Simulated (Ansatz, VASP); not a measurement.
**One calculation of InSb, two programs**

Contents of INCAR:

```
PREC = Accurate
ENCUT = 520
EDIFF = 1E-8
ISMEAR = -1
SIGMA = 0.03
LREAL = False
LASPH = True
NELM = 100
ALGO = Normal
ISIF = 2
LWAVE = False
LCHARG = False
GGA = CA
LEFG = True
NBANDS = 16
```

File KPOINTS:

```
Automatic mesh
0
Gamma
  10 10 10
```

File POSCAR:

```
InSb
1.0
    0.0000000000      3.1953230120      3.1953230120
    3.1953230120      0.0000000000      3.1953230120
    3.1953230120      3.1953230120      0.0000000000
In Sb
1 1
Direct
    0.0000000000      0.0000000000      0.0000000000
    0.7500000000      0.7500000000      0.7500000000
```

Input for Ansatz:

```yaml
crystal:
  lattice:
    - [0.0, 3.195323012, 3.195323012]
    - [3.195323012, 0.0, 3.195323012]
    - [3.195323012, 3.195323012, 0.0]
  atoms:
    - { symbol: In, position: [0.0, 0.0, 0.0] }
    - { symbol: Sb, position: [0.75, 0.75, 0.75] }
kpoints:
  mp_grid: { grid: [10, 10, 10] }
scf:
  occupations: { method: fermi_dirac, width: 0.03 }
hamiltonian:
  xc: lda
  pseudopotentials: { kind: paw }
output:
  forces: true
  stress: true
  eigenvalues: true
  efg: { contact_densities: true }
```

Change from the starting cell: volume scaled by 0.96, PAW files.

Alike in both runs: task electric field gradients; functional LDA; k mesh 10 × 10 × 10; occupations fermi-dirac, width 0.03 eV; no spin polarisation.

|  | VASP | Ansatz |
| --- | --- | --- |
| version | VASP 6.6.1 | Ansatz 0.2.0 |
| potentials or method | VASP PAW LDA potentials, release 64 (In_d, Sb) | PAW with Ansatz's default frozen-core files, scalar-relativistic |
| plane-wave cutoff (eV) | 520 | 420 |
| valence electrons in the cell | 18 | 28 |

|  | VASP | Ansatz | Ansatz less VASP |
| --- | --- | --- | --- |
| pressure (GPa) | 1.5 | 1.4 | -0.11 |

LDA's correlation is that of Perdew and Zunger in VASP and of Perdew and Wang (1992) in Ansatz. VASP's potentials hold 18 valence electrons a cell and Ansatz's 28, so a difference there can come from the potentials and not from the codes.

Spin-orbit coupling is off throughout.
